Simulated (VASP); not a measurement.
A run of VASP 6.6.1:

File INCAR:

```
PREC = Accurate ; ENCUT = 520
EDIFF = 1E-7 ; ISMEAR = -1
SIGMA = 0.08 ; LREAL = F
LASPH = T ; NELM = 100
ALGO = Normal ; ISIF = 2
LWAVE = F ; LCHARG = F
LDIPOL = T ; IDIPOL = 3
DIPOL = 0.5 0.5 0.500 ; GGA = PE
NBANDS = 30
```

KPOINTS

```
Automatic mesh
0
Gamma
  15 9 1
```

File POSCAR:

```
Re
1.0
    2.7758621372      0.0000000000      0.0000000000
    0.0000000000      4.4818846070      0.0000000000
    0.0000000000      0.0000000000     21.6093000000
Re
6
Direct
    0.7500000000      0.7500000000      0.3702119773
    0.2500000000      0.2500000000      0.4072942697
    0.2500000000      0.7500000000      0.4814588538
    0.7500000000      0.2500000000      0.5185411462
    0.7500000000      0.7500000000      0.5927057303
    0.2500000000      0.2500000000      0.6297880227
```

Potentials or basis: VASP PAW PBE potentials, release 64 (Re).

The run is started by

```console
$ cat potpaw_PBE.64/Re/POTCAR > POTCAR
$ mpirun -np 1 vasp_std > vasp.out
```

Hardware: 1 thread of AMD EPYC 9R45 96-Core Processor (Zen 5), with other jobs on the host.

**Question.** Estimate the wall time of this run.

**Answer.** Wall time 8.4 min on 1 thread of AMD EPYC 9R45 96-Core Processor (Zen 5), on a shared host, peak memory 0.48 GiB. Counts: scf iterations 33, k points 40.
